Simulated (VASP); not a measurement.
Pb:

```xyz
1
Lattice="0.0000 2.4914 2.4914 2.4914 0.0000 2.4914 2.4914 2.4914 0.0000" Properties=species:S:1:pos:R:3 pbc="T T T"
Pb    0.0000    0.0000    0.0000
```

Base run:

* Program: VASP 6.6.1
* Functional: PBE exchange alone
* Potentials or basis: VASP PAW PBE potentials, release 64 (Pb_d)
* Cutoff: 520 eV
* k mesh: 9 × 9 × 9
* Occupations: fermi-dirac, width 0.05 eV
* Spin: no spin polarisation

Its results: band gap on the k mesh zero (band 7 reaches 15.69 eV, above the bottom of band 8 at 7.13 eV); pressure 10.2 GPa.

Q: After a change of settings the same cell gave: band gap on the k mesh zero (band 7 reaches 14.32 eV, above the bottom of band 8 at 5.56 eV); pressure 1.2 GPa. Which change was it?
A. functional from PBE exchange alone to PBE; dispersion from none to D3(BJ)
B. functional from PBE exchange alone to r2SCAN
C. functional from PBE exchange alone to r2SCAN; dispersion from none to rVV10
D. functional from PBE exchange alone to PBE; further incar settings from ALGO = Normal; EDIFF = 1e-06; NBANDS = 13 to ALGO = Normal; EDIFF = 1e-07; NBANDS = 13

A: D.

Caveats: spin-orbit coupling is left out, which moves the levels of the heavy elements.
